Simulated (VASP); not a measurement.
# GaCo (Pm-3m) in VASP: further runs

Runs on GaCo. Level: PBEsol. Tasks: single point.

All numbers are computed with VASP 6.6.1; they aren't measurements. Logs are shortened: lines on timing, memory, paths and dates and some standing lists are left out, and cuts for length are marked.

**1. The cell of the first run**

It takes space group Pm-3m (No. 221, cubic). The conventional cell has a = 2.829 Å, b = 2.829 Å, c = 2.829 Å, α = 90.00°, β = 90.00°, γ = 90.00°. Within 3.2 Å of Ga (site symmetry m-3m) lie 8 Co at 2.45 Å and 6 Ga at 2.83 Å. Within 3.2 Å of Co (site symmetry m-3m) lie 8 Ga at 2.45 Å and 6 Co at 2.83 Å.

**2. Single point, PBEsol, collinear spin, ferromagnetic start**

INCAR

```
PREC = Accurate
ENCUT = 520
EDIFF = 1E-7
ISMEAR = -1
SIGMA = 0.1
LREAL = F
LASPH = T
NELM = 150
ALGO = Normal
ISIF = 2
LWAVE = F
LCHARG = T
ISPIN = 2
MAGMOM = 0 2.5
LORBIT = 11
LMAXMIX = 4
GGA = PS
LELF = T
LVHAR = T
NBANDS = 22
```

KPOINTS

```
regular mesh
0
Gamma
  8 8 8
```

POSCAR

```
GaCo
1.0
    2.8292109136      0.0000000000      0.0000000000
    0.0000000000      2.8292109136      0.0000000000
    0.0000000000      0.0000000000      2.8292109136
Ga Co
1 1
Direct
    0.5000000000      0.5000000000      0.5000000000
    0.0000000000      0.0000000000      0.0000000000
```

Potentials or basis: VASP PAW PBE potentials, release 64 (Ga_d, Co).

On the command line:

```sh
$ cat potpaw_PBE.64/Ga_d/POTCAR potpaw_PBE.64/Co/POTCAR > POTCAR
$ mpirun -np 1 vasp_std > vasp.out
```

OUTCAR:

```text
PREC = Accurate
   ENCUT = 520
   EDIFF = 1E-7
   ISMEAR = -1
   LREAL = F
   LASPH = T
   NELM = 150
   ISIF = 2
   ISPIN = 2
   LORBIT = 11
   GGA = PS

 ion  position               nearest neighbor table
   1  0.500  0.500  0.500-   2 2.45   2 2.45   2 2.45   2 2.45   2 2.45   2 2.45   2 2.45   2 2.45

   2  0.000  0.000  0.000-   1 2.45   1 2.45   1 2.45   1 2.45   1 2.45   1 2.45   1 2.45   1 2.45

  LATTYP: Found a simple cubic cell.
 ALAT       =     2.8292109136

  Lattice vectors:

 A1 = (   2.8292109136,   0.0000000000,   0.0000000000)
 A2 = (   0.0000000000,   2.8292109136,   0.0000000000)
 A3 = (   0.0000000000,   0.0000000000,   2.8292109136)

Analysis of symmetry for initial positions (statically):
=====================================================================
 Subroutine PRICEL returns:
 Original cell was already a primitive cell.

 Routine SETGRP: Setting up the symmetry group for a
 simple cubic supercell.

 Subroutine GETGRP returns: Found 48 space group operations
 (whereof 48 operations were pure point group operations)
 out of a pool of 48 trial point group operations.

The static configuration has the point symmetry O_h .

Analysis of symmetry for dynamics (positions and initial velocities):
=====================================================================
 Subroutine PRICEL returns:
 Original cell was already a primitive cell.

 Routine SETGRP: Setting up the symmetry group for a
 simple cubic supercell.

 Subroutine GETGRP returns: Found 48 space group operations
 (whereof 48 operations were pure point group operations)
 out of a pool of 48 trial point group operations.

The dynamic configuration has the point symmetry O_h .

Analysis of structural, dynamic, and magnetic symmetry:
=====================================================================
 Subroutine PRICEL returns:
 Original cell was already a primitive cell.

 Routine SETGRP: Setting up the symmetry group for a
 simple cubic supercell.

 Subroutine GETGRP returns: Found 48 space group operations
 (whereof 48 operations were pure point group operations)
 out of a pool of 48 trial point group operations.

The overall configuration has the point symmetry O_h .

 Subroutine INISYM returns: Found 48 space group operations
 (whereof 48 operations are pure point group operations),
 and found     1 'primitive' translations

----------------------------------------------------------------------------------------

                                     Primitive cell

  volume of cell :      22.6462

  direct lattice vectors                    reciprocal lattice vectors
     2.829210914  0.000000000  0.000000000     0.353455444  0.000000000  0.000000000
     0.000000000  2.829210914  0.000000000     0.000000000  0.353455444  0.000000000
     0.000000000  0.000000000  2.829210914     0.000000000  0.000000000  0.353455444

  length of vectors
     2.829210914  2.829210914  2.829210914     0.353455444  0.353455444  0.353455444

  position of ions in fractional coordinates (direct lattice)
     0.500000000  0.500000000  0.500000000
     0.000000000  0.000000000  0.000000000

  ion indices of the primitive-cell ions
   primitive index   ion index
                 1           1
                 2           2

----------------------------------------------------------------------------------------

 KPOINTS: regular mesh

Automatic generation of k-mesh.
 Grid dimensions read from file:
 generate k-points for:    8    8    8

 Generating k-lattice:

  Cartesian coordinates                     Fractional coordinates (reciprocal lattice)
     0.044181931  0.000000000  0.000000000     0.125000000  0.000000000  0.000000000
     0.000000000  0.044181931  0.000000000     0.000000000  0.125000000  0.000000000
     0.000000000  0.000000000  0.044181931     0.000000000  0.000000000  0.125000000

  Length of vectors
     0.044181931  0.044181931  0.044181931

  Shift w.r.t. Gamma in fractional coordinates (k-lattice)
     0.000000000  0.000000000  0.000000000

 Subroutine IBZKPT returns following result:
 ===========================================

 Found     35 irreducible k-points:

 Following reciprocal coordinates:
            Coordinates               Weight
  0.000000  0.000000  0.000000      1.000000
  0.125000  0.000000  0.000000      6.000000
  0.250000  0.000000  0.000000      6.000000
  0.375000  0.000000  0.000000      6.000000
  0.500000  0.000000  0.000000      3.000000
  0.125000  0.125000  0.000000     12.000000
[... 16 lines left out ...]
  0.375000  0.375000  0.125000     24.000000
  0.500000  0.375000  0.125000     24.000000
 [... further k-points ...]
   k-points           NKPTS =     35   k-points in BZ     NKDIM =     35   number of bands    NBANDS=     22
   number of dos      NEDOS =    301   number of ions     NIONS =      2
   total plane-waves  NPLWV =  13824
   dimension x,y,z NGX =    24 NGY =   24 NGZ =   24
[... 37 lines left out ...]
  Thomas-Fermi vector in A             =   2.715162
   LORBIT       =     11    0 simple, 1 ext, 2 COOP (PROOUT), +10 PAW based schemes
   GGA     = PS    functional components
   LHFCALC =     F    Hartree Fock is set to
   AEXX    =    0.0000 exact exchange contribution
   IVDW    =     0    specifies the selected vdW correction
   LEPSILON=     F    determine dielectric tensor
   LRPA    =     F    only Hartree local field effects (RPA)
 spin polarized calculation
  energy-cutoff  :      520.00
  volume of cell :       22.65
 maximum number of plane-waves:       627
 NGX is ok and might be reduce to    24
   NGX = 11   NGY = 11   NGZ = 11

 number of electron      21.9999993 magnetization      -0.0001068

 number of electron      21.9999993 magnetization       0.0001471

 Free energy of the ion-electron system (eV)
  ---------------------------------------------------
  ext. energy  EPLUGINS =         0.00000000
  ---------------------------------------------------
  free energy    TOTEN  =       -11.79068127 eV

  energy without entropy =      -11.75059598  energy(sigma->0) =      -11.77063863

 E-fermi :  10.3182     XC(G=0): -13.6523

 val. band max:       10.2168491360   @ k =   0.5000   0.3750   0.0000
 cond. band min:      10.3391809851   @ k =   0.5000   0.3750   0.1250
 fundamental gap:      0.1223318491
 Fermi energy:        10.3181760503

 spin component 1

 k-point     1 :       0.0000    0.0000    0.0000
  band No.  band energies     occupation
      1      -4.8839      1.00000
      2      -4.8839      1.00000
      3      -4.4812      1.00000
      4      -4.4812      1.00000
      5      -4.4812      1.00000
      6      -2.2137      1.00000
[... 14 lines left out ...]
     21      36.7597      0.00000
     22      36.7597      0.00000

 k-point     2 :       0.1250    0.0000    0.0000
  band No.  band energies     occupation
      1      -4.8740      1.00000
      2      -4.8386      1.00000
      3      -4.4978      1.00000
      4      -4.4978      1.00000
      5      -4.4772      1.00000
      6      -1.9060      1.00000
[... 542 lines left out ...]
 k-point    24 :       0.5000    0.3750    0.1250
  band No.  band energies     occupation
      1      -4.8235      1.00000
      2      -4.6643      1.00000
      3      -4.6384      1.00000
      4      -4.6165      1.00000
      5      -4.3468      1.00000
      6       3.7595      1.00000
[... 14 lines left out ...]
     21      34.5789      0.00000
     22      38.4845      0.00000

 [... further k-points ...]

 spin component 2

 k-point     1 :       0.0000    0.0000    0.0000
  band No.  band energies     occupation
      1      -4.8839      1.00000
      2      -4.8839      1.00000
      3      -4.4812      1.00000
      4      -4.4812      1.00000
      5      -4.4812      1.00000
      6      -2.2137      1.00000
[... 14 lines left out ...]
     21      36.7597      0.00000
     22      36.7597      0.00000

 k-point     2 :       0.1250    0.0000    0.0000
  band No.  band energies     occupation
      1      -4.8739      1.00000
      2      -4.8386      1.00000
      3      -4.4978      1.00000
      4      -4.4978      1.00000
      5      -4.4771      1.00000
      6      -1.9060      1.00000
[... 542 lines left out ...]
 k-point    24 :       0.5000    0.3750    0.1250
  band No.  band energies     occupation
      1      -4.8235      1.00000
      2      -4.6643      1.00000
      3      -4.6384      1.00000
      4      -4.6165      1.00000
      5      -4.3468      1.00000
      6       3.7595      1.00000
[... 14 lines left out ...]
     21      34.5789      0.00000
     22      38.4844      0.00000

 [... further k-points ...]
[... 5 lines left out ...]
  --------------------------------------------------------------------------------------
  -------------------------------------------------------------------------------------
  Total        0.3917153      0.3917153      0.3917153      0.0000000      0.0000000     -0.0000000
  in kB       27.7131039     27.7131039     27.7131039      0.0000000      0.0000000     -0.0000000
  external PRESSURE =      27.7131039 kB  Pullay stress =       0.0000000 kB

 VOLUME and BASIS-vectors are now :
 -----------------------------------------------------------------------------
  energy-cutoff  :      520.00
  volume of cell :       22.65
      direct lattice vectors                 reciprocal lattice vectors
     2.829210914  0.000000000  0.000000000     0.353455444  0.000000000  0.000000000
     0.000000000  2.829210914  0.000000000     0.000000000  0.353455444  0.000000000
     0.000000000  0.000000000  2.829210914     0.000000000  0.000000000  0.353455444

 POSITION                                       TOTAL-FORCE (eV/Angst)
 -----------------------------------------------------------------------------------
      1.41461      1.41461      1.41461         0.000000      0.000000      0.000000
      0.00000      0.00000      0.00000         0.000000      0.000000      0.000000
 -----------------------------------------------------------------------------------
    total drift:                                0.000000      0.000000     -0.000000

  FREE ENERGIE OF THE ION-ELECTRON SYSTEM (eV)
  ---------------------------------------------------
  free  energy   TOTEN  =       -11.7906812734 eV

  energy  without entropy=      -11.7505959806  energy(sigma->0) =      -11.77063863

 total charge

# of ion       s       p       d       tot
------------------------------------------
    1        0.856   0.943  10.072  11.872
    2        0.408   0.494   7.552   8.453
--------------------------------------------------
tot          1.264   1.437  17.624  20.325

 magnetization (x)

# of ion       s       p       d       tot
------------------------------------------
    1       -0.000  -0.000  -0.000  -0.000
    2        0.000  -0.000   0.000   0.000
--------------------------------------------------
tot         -0.000  -0.000   0.000   0.000
```

Wall time 45 s (1 thread of Intel Xeon Platinum 8259CL at 2.50GHz (Skylake/Cascade Lake), shared host); peak memory 0.16 GiB.

What came out:

```
Free energy                                           : -11.7907 eV
Pressure                                              : 2.8 GPa
Band gap on the k mesh                                : zero (filled and empty bands overlap)
Net moment                                            : 0.00 μB per cell
Valence electrons inside the program's atomic spheres : Ga 11.87; Co 8.45
```

Caveat: the starting moments collapsed, and a magnetic state may lie lower; the PAW data sets were made with another functional, which shifts forces and pressure a little.

**3. Single point, PBEsol, collinear spin, ferromagnetic start**

This run uses another cell than the first one, of 11.62 Å³/atom, 1.026 times its volume.

INCAR

```
SYSTEM = GaCo
PREC = Accurate
ENCUT = 520
EDIFF = 1E-6
ISMEAR = -1
SIGMA = 0.1
LREAL = .FALSE.
LASPH = .TRUE.
NELM = 150
ALGO = Normal
ISIF = 2
LWAVE = .FALSE.
LCHARG = .FALSE.
ISPIN = 2
MAGMOM = 0 2.5
LORBIT = 11
LMAXMIX = 4
GGA = PS
NBANDS = 22
```

KPOINTS

```
Automatic mesh
0
G
  8 8 8
  0 0 0
```

POSCAR

```
GaCo
1.0
    2.8538139826      0.0000000000      0.0000000000
    0.0000000000      2.8538139826      0.0000000000
    0.0000000000      0.0000000000      2.8538139826
Ga Co
1 1
Direct
    0.5000000000      0.5000000000      0.5000000000
    0.0000000000      0.0000000000      0.0000000000
```

Potentials or basis: VASP PAW PBE potentials, release 64 (Ga_d, Co).

On the command line:

```sh
$ cat potpaw_PBE.64/Ga_d/POTCAR potpaw_PBE.64/Co/POTCAR > POTCAR
$ mpirun -np 1 vasp_std > vasp.out
```

Wall time 41 s (1 thread of Intel Xeon Platinum 8259CL at 2.50GHz (Skylake/Cascade Lake), shared host); peak memory 0.16 GiB.

Results (log left out):

```yaml
Free_energy: -11.7911 eV
Pressure: -2.4 GPa
Band_gap_on_the_k_mesh: zero (filled and empty bands overlap)
Net_moment: 0.00 μB per cell
Valence_electrons_inside_the_program's_atomic_spheres: Ga 11.83; Co 8.40
```

Levels at points of the mesh, in eV from the Fermi level:
Spin up:
```tsv
k point	band 9	band 10	band 11	band 12	band 13	band 14
(0.00, 0.00, 0.00)	-0.72	-0.72	-0.72	5.27	5.27	5.27
(0.50, 0.00, 0.00)	-1.79	-1.79	-0.72	0.13	10.88	10.88
(0.50, 0.50, 0.00)	-2.54	-1.23	-1.23	-0.24	2.41	3.28
(0.50, 0.50, 0.50)	-0.20	-0.20	0.80	3.90	3.90	3.90
```
Spin down:
```tsv
k point	band 9	band 10	band 11	band 12	band 13	band 14
(0.00, 0.00, 0.00)	-0.72	-0.72	-0.72	5.27	5.27	5.27
(0.50, 0.00, 0.00)	-1.79	-1.79	-0.72	0.13	10.88	10.88
(0.50, 0.50, 0.00)	-2.54	-1.23	-1.23	-0.24	2.41	3.28
(0.50, 0.50, 0.50)	-0.20	-0.20	0.80	3.90	3.90	3.90
```

Caveat: the starting moments collapsed, and a magnetic state may lie lower; the PAW data sets were made with another functional, which shifts forces and pressure a little.

**4. Single point, PBEsol, collinear spin, ferromagnetic start**

This run uses another cell than the first one, of 11.92 Å³/atom, 1.053 times its volume.

INCAR

```
SYSTEM = GaCo
ALGO = Normal
EDIFF = 1E-6
ENCUT = 520
GGA = PS
ISIF = 2
ISMEAR = -1
ISPIN = 2
LASPH = .TRUE.
LCHARG = .FALSE.
LMAXMIX = 4
LORBIT = 11
LREAL = .FALSE.
LWAVE = .FALSE.
MAGMOM = 0 2.5
NBANDS = 22
NELM = 150
PREC = Accurate
SIGMA = 0.1
```

KPOINTS

```
k-points
0
G
  8 8 8
  0 0 0
```

POSCAR

```
GaCo
1.0
    2.8780000000      0.0000000000      0.0000000000
    0.0000000000      2.8780000000      0.0000000000
    0.0000000000      0.0000000000      2.8780000000
Ga Co
1 1
Direct
    0.5000000000      0.5000000000      0.5000000000
    0.0000000000      0.0000000000      0.0000000000
```

On the command line:

```sh
$ cat potpaw_PBE.64/Ga_d/POTCAR potpaw_PBE.64/Co/POTCAR > POTCAR
$ mpirun -np 1 vasp_std > vasp.out
```

It took 47 s on 1 thread of Intel Xeon Platinum 8259CL at 2.50GHz (Skylake/Cascade Lake), shared host; peak memory 0.16 GiB.

It converged, with:

| Quantity | Value |
| --- | --- |
| Free energy | -11.7736 eV |
| Pressure | -6.9 GPa |
| Band gap on the k mesh | zero (filled and empty bands overlap) |
| Net moment | 0.00 μB per cell |
| Valence electrons inside the program's atomic spheres | Ga 11.79; Co 8.35 |

Levels at points of the mesh, in eV from the Fermi level:
Spin up:
| k point | band 8 | band 9 | band 10 | band 11 | band 12 | band 13 | band 14 | band 15 |
| --- | --- | --- | --- | --- | --- | --- | --- | --- |
| (0.00, 0.00, 0.00) | -2.54 | -0.70 | -0.70 | -0.70 | 5.19 | 5.19 | 5.19 | 11.09 |
| (0.50, 0.00, 0.00) | -2.31 | -1.72 | -1.72 | -0.69 | 0.12 | 10.64 | 10.64 | 11.66 |
| (0.50, 0.50, 0.00) | -3.12 | -2.46 | -1.19 | -1.19 | -0.23 | 2.29 | 3.17 | 11.53 |
| (0.50, 0.50, 0.50) | -4.07 | -0.19 | -0.19 | 0.64 | 3.86 | 3.86 | 3.86 | 4.81 |
Spin down:
| k point | band 9 | band 10 | band 11 | band 12 | band 13 | band 14 |
| --- | --- | --- | --- | --- | --- | --- |
| (0.00, 0.00, 0.00) | -0.69 | -0.69 | -0.69 | 5.19 | 5.19 | 5.19 |
| (0.50, 0.00, 0.00) | -1.72 | -1.72 | -0.69 | 0.12 | 10.64 | 10.64 |
| (0.50, 0.50, 0.00) | -2.45 | -1.19 | -1.19 | -0.23 | 2.29 | 3.17 |
| (0.50, 0.50, 0.50) | -0.19 | -0.19 | 0.64 | 3.86 | 3.86 | 3.86 |

Caveat: the starting moments collapsed, and a magnetic state may lie lower; the PAW data sets were made with another functional, which shifts forces and pressure a little.

**5. Single point, PBEsol, collinear spin, ferromagnetic start**

This run uses another cell than the first one, of 12.22 Å³/atom, 1.079 times its volume.

INCAR

```
ALGO = Normal ; EDIFF = 1E-7
ENCUT = 520 ; GGA = PS
ISIF = 2 ; ISMEAR = -1
ISPIN = 2 ; LASPH = True
LCHARG = False ; LMAXMIX = 4
LORBIT = 11 ; LREAL = False
LWAVE = False ; MAGMOM = 0 2.5
NBANDS = 22 ; NELM = 150
PREC = Accurate ; SIGMA = 0.1
```

KPOINTS

```
k-points
0
Gamma
  8 8 8
```

POSCAR

```
GaCo
1.0
    2.9017862026      0.0000000000      0.0000000000
    0.0000000000      2.9017862026      0.0000000000
    0.0000000000      0.0000000000      2.9017862026
Ga Co
1 1
Direct
    0.5000000000      0.5000000000      0.5000000000
    0.0000000000      0.0000000000      0.0000000000
```

On the command line:

```sh
$ cat potpaw_PBE.64/Ga_d/POTCAR potpaw_PBE.64/Co/POTCAR > POTCAR
$ mpirun -np 1 vasp_std > vasp.out
```

It took 52 s on 1 thread of Intel Xeon Platinum 8259CL at 2.50GHz (Skylake/Cascade Lake), shared host; peak memory 0.16 GiB.

The run converged. Its results:

```
Free energy                                           : -11.7405 eV
Pressure                                              : -10.8 GPa
Band gap on the k mesh                                : zero (filled and empty bands overlap)
Net moment                                            : 0.00 μB per cell
Valence electrons inside the program's atomic spheres : Ga 11.75; Co 8.31
```

Levels at points of the mesh, in eV from the Fermi level:
Spin up:
| k point | band 7 | band 8 | band 9 | band 10 | band 11 | band 12 | band 13 | band 14 | band 15 | band 16 |
| --- | --- | --- | --- | --- | --- | --- | --- | --- | --- | --- |
| (0.00, 0.00, 0.00) | -2.44 | -2.44 | -0.67 | -0.67 | -0.67 | 5.11 | 5.11 | 5.11 | 10.93 | 10.93 |
| (0.50, 0.00, 0.00) | -6.71 | -2.22 | -1.65 | -1.65 | -0.66 | 0.12 | 10.41 | 10.41 | 11.55 | 12.43 |
| (0.50, 0.50, 0.00) | -3.03 | -3.03 | -2.38 | -1.14 | -1.14 | -0.22 | 2.17 | 3.07 | 11.29 | 15.00 |
| (0.50, 0.50, 0.50) | -3.94 | -3.94 | -0.18 | -0.18 | 0.49 | 3.82 | 3.82 | 3.82 | 4.71 | 4.71 |
Spin down:
| k point | band 9 | band 10 | band 11 | band 12 | band 13 | band 14 |
| --- | --- | --- | --- | --- | --- | --- |
| (0.00, 0.00, 0.00) | -0.67 | -0.67 | -0.67 | 5.11 | 5.11 | 5.11 |
| (0.50, 0.00, 0.00) | -1.65 | -1.65 | -0.66 | 0.12 | 10.41 | 10.41 |
| (0.50, 0.50, 0.00) | -2.38 | -1.14 | -1.14 | -0.22 | 2.17 | 3.07 |
| (0.50, 0.50, 0.50) | -0.18 | -0.18 | 0.49 | 3.82 | 3.82 | 3.82 |

Caveat: the starting moments collapsed, and a magnetic state may lie lower; the PAW data sets were made with another functional, which shifts forces and pressure a little.
